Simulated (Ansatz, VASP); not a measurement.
**One calculation of ZnSe, two programs**

The input POSCAR:

```
ZnSe
1.0
    0.0000000000      2.8324206848      2.7191238574
    2.8324206848      0.0000000000      2.7191238574
    2.8324206848      2.8324206848      0.0000000000
Zn Se
1 1
Direct
    0.0000000000      0.0000000000      0.0000000000
    0.2500000000      0.2500000000      0.2500000000
```

Contents of INCAR.step1:

```
SYSTEM = ZnSe
PREC = Accurate
ENCUT = 520
ISMEAR = 0
SIGMA = 0.01
LREAL = .FALSE.
LASPH = .TRUE.
NELM = 60
NBANDS = 16
GGA = PE
ALGO = Normal
EDIFF = 1E-4
LWAVE = .TRUE.
LCHARG = .FALSE.
```

INCAR.step2

```
SYSTEM = ZnSe
PREC = Accurate
ENCUT = 520
EDIFF = 1E-6
ISMEAR = 0
SIGMA = 0.01
LREAL = .FALSE.
LASPH = .TRUE.
NELM = 60
ALGO = Normal
ISIF = 2
LWAVE = .FALSE.
LCHARG = .TRUE.
METAGGA = R2SCAN
LMIXTAU = .TRUE.
LELF = .TRUE.
LVHAR = .TRUE.
NBANDS = 16
ISTART = 1
```

File KPOINTS:

```
regular mesh
0
G
  8 8 8
  0 0 0
```

Input for Ansatz:

```yaml
crystal:
  lattice:
    - [0.0, 2.8324206848, 2.7191238574]
    - [2.8324206848, 0.0, 2.7191238574]
    - [2.8324206848, 2.8324206848, 0.0]
  atoms:
    - { symbol: Zn, position: [0.0, 0.0, 0.0] }
    - { symbol: Se, position: [0.25, 0.25, 0.25] }
kpoints:
  mp_grid: { grid: [8, 8, 8] }
  band_path:
    path:
      - [0.0, 0.0, 0.0]
      - [-0.5, -0.5, 0.0]
      - [-0.375, -0.375, 0.25]
      - [-0.375, 0.0, 0.375]
      - [0.0, 0.0, 0.5]
      - [-0.5, -0.25, 0.25]
    npoints: 1
hamiltonian:
  xc: r2scan
scf:
  occupations: { method: fixed }
  n_extra_bands: 4
output:
  forces: true
  stress: true
  eigenvalues: true
```

Change from the starting cell: uniaxial_z strain -4.0%.

Alike in both runs: task single point; functional r2SCAN; k mesh 8 × 8 × 8; no spin polarisation.

|  | VASP | Ansatz |
| --- | --- | --- |
| version | VASP 6.6.1 | Ansatz 0.2.0 |
| potentials or method | VASP PAW PBE potentials, release 64 (Zn, Se) | plane waves, PAW |
| plane-wave cutoff (eV) | 520 | 500 |
| occupations | gaussian, width 0.01 eV | fixed |
| valence electrons in the cell | 18 | 28 |

```tsv
	VASP	Ansatz	Ansatz less VASP
gap on the k mesh at the Fermi level (eV)	1.95	1.94	-0.007
pressure (GPa)	3.0	2.9	-0.10
traceless stress, the component that is largest in VASP (GPa)	0.89	0.90	+0.008
```

VASP's potentials were made for PBE, not for r2SCAN. VASP's potentials hold 18 valence electrons a cell and Ansatz's 28, so a difference there can come from the potentials and not from the codes.
